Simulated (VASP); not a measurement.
Input of a VASP 6.6.1 run:

INCAR

```
PREC = Accurate ; ENCUT = 520
EDIFF = 1E-6 ; ISMEAR = 1
SIGMA = 0.1 ; LREAL = F
LASPH = T ; NELM = 100
ALGO = Normal ; ISIF = 2
LWAVE = F ; LCHARG = T
GGA = CA ; LELF = T
LVHAR = T ; NBANDS = 26
```

The input KPOINTS:

```
Automatic mesh
0
Gamma
  12 12 4
```

POSCAR

```
GaN
1.0
    3.0984253050      0.0000000000      0.0000000000
   -1.5492126525      2.6833152363      0.0000000000
    0.0000000000      0.0000000000      5.0334795992
Ga N
2 2
Direct
    0.3333333333      0.6666666667      0.0000000000
    0.6666666667      0.3333333333      0.5000000000
    0.3333333333      0.6666666667      0.3750000000
    0.6666666667      0.3333333333      0.8750000000
```

Potentials or basis: VASP PAW LDA potentials, release 64 (Ga_d, N).

The run is started by

```bash
$ cat potpaw_LDA.64/Ga_d/POTCAR potpaw_LDA.64/N/POTCAR > POTCAR
$ mpirun -np 1 vasp_std > vasp.out
```

Problem. What does it give for the pressure?

Solution. 13.9 GPa.

Problem. What does it give for the largest force?

Solution. 0.149 eV/Å.

Problem. Estimate the band gap on the k mesh.

Solution. 2.52 eV, direct.

Forces in eV/Å, atoms in the order of the input:
```
Ga   0.000  0.000 -0.149
Ga   0.000  0.000 -0.149
N    0.000  0.000  0.149
N    0.000  0.000  0.149
```
